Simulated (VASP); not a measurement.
A run of VASP 6.6.1 is set up as follows.

Contents of POSCAR:

```
Pb
1.0
    3.3649563373      0.0000000000      0.0000000000
   -1.6824781686      2.9141376707      0.0000000000
    0.0000000000      0.0000000000      5.5630185781
Pb
2
Direct
    0.3333333333      0.6666666667      0.2500000000
    0.6666666667      0.3333333333      0.7500000000
```

The input INCAR.step1:

```
SYSTEM = Pb
ALGO = Normal
EDIFF = 1E-4
ENCUT = 600
GGA = PE
ISMEAR = 0
LASPH = .TRUE.
LCHARG = .FALSE.
LREAL = .FALSE.
LWAVE = .TRUE.
NELM = 80
PREC = Accurate
SIGMA = 0.1
```

File INCAR.step2:

```
SYSTEM = Pb
ALGO = Normal
EDIFF = 1E-7
EDIFFG = -0.01
ENCUT = 600
IBRION = 2
ISIF = 4
ISMEAR = 0
ISTART = 1
LASPH = .TRUE.
LCHARG = .FALSE.
LMIXTAU = .TRUE.
LREAL = .FALSE.
LWAVE = .FALSE.
METAGGA = R2SCAN
NELM = 80
NSW = 50
PREC = Accurate
SIGMA = 0.1
```

KPOINTS

```
k-points
0
G
  15 15 8
  0 0 0
```

Potentials or basis: VASP PAW PBE potentials, release 64 (Pb_d).

Launch:

```console
$ cat potpaw_PBE.64/Pb_d/POTCAR > POTCAR
$ cp INCAR.step1 INCAR
$ mpirun -np 1 vasp_std > vasp.out
$ cp INCAR.step2 INCAR
$ mpirun -np 1 vasp_std > vasp.out
```

Estimate the band gap on the k mesh.

zero (bands 14 and 15 overlap by 9.07 eV).

Final structure:
```
CELL_PARAMETERS angstrom
3.36409 0.00000 0.00000
-1.68204 2.91338 0.00000
0.00000 0.00000 5.56590
ATOMIC_POSITIONS crystal
Pb 0.33333 0.66667 0.25000
Pb 0.66667 0.33333 0.75000
```

Caveat: spin-orbit coupling is left out, which moves the levels of the heavy elements.
